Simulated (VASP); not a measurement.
LiS3:

```xyz
4
Lattice="4.1377 0.0000 0.0000 0.0000 4.1377 0.0000 0.0000 0.0000 4.1377" Properties=species:S:1:pos:R:3 pbc="T T T"
Li    0.0000    0.0000    0.0000
S     0.0000    2.0688    2.0688
S     2.0688    2.0688    0.0000
S     2.0688    0.0000    2.0688
```

The cell was built from a structure type or drawn by symmetry, and may not be a known phase.

```yaml
Program: VASP 6.6.1
Task: relaxation of cell and atoms
Functional: PBE
Potentials_or_basis: VASP PAW PBE potentials, release 64 (Li_sv, S)
Cutoff: 600 eV
k_mesh: 4 × 4 × 4
Occupations: gaussian, width 0.1 eV
Spin: no spin polarisation
```

At the start: pressure -4.9 GPa; volume 17.71 Å³/atom.

Q: Where does the relaxation end?

A: Over 3 steps the energy falls by 28.6 meV/atom and the volume is 16.03 Å³/atom (-9.5 %); space group Pm-3m (No. 221, to 0.1 Å) before and after.

Step by step:
```
step  energy change (eV)  largest force (eV/Å)  pressure (GPa)  volume (Å³)
   1              0.0000                0.0000           -4.92        70.84
   2             -0.1091                0.0000           -1.24        65.41
   3             -0.1144                0.0000           -0.06        64.10
```

Final structure:
```yaml
crystal:
  lattice:
    - [4.00213, 0.00000, 0.00000]
    - [0.00000, 4.00213, 0.00000]
    - [0.00000, 0.00000, 4.00213]
  atoms:
    - { symbol: Li, position: [0.00000, 0.00000, 0.00000] }
    - { symbol: S, position: [0.00000, 0.50000, 0.50000] }
    - { symbol: S, position: [0.50000, 0.50000, 0.00000] }
    - { symbol: S, position: [0.50000, 0.00000, 0.50000] }
```

Caveat: the k points lie up to 0.39 Å⁻¹ apart in the final cell, too coarse for converged energies and pressures of a metal; the cutoff is under 1.25 times the usual one of these potentials, so pressure, stress and relaxed cells hold a basis-set (Pulay) error.
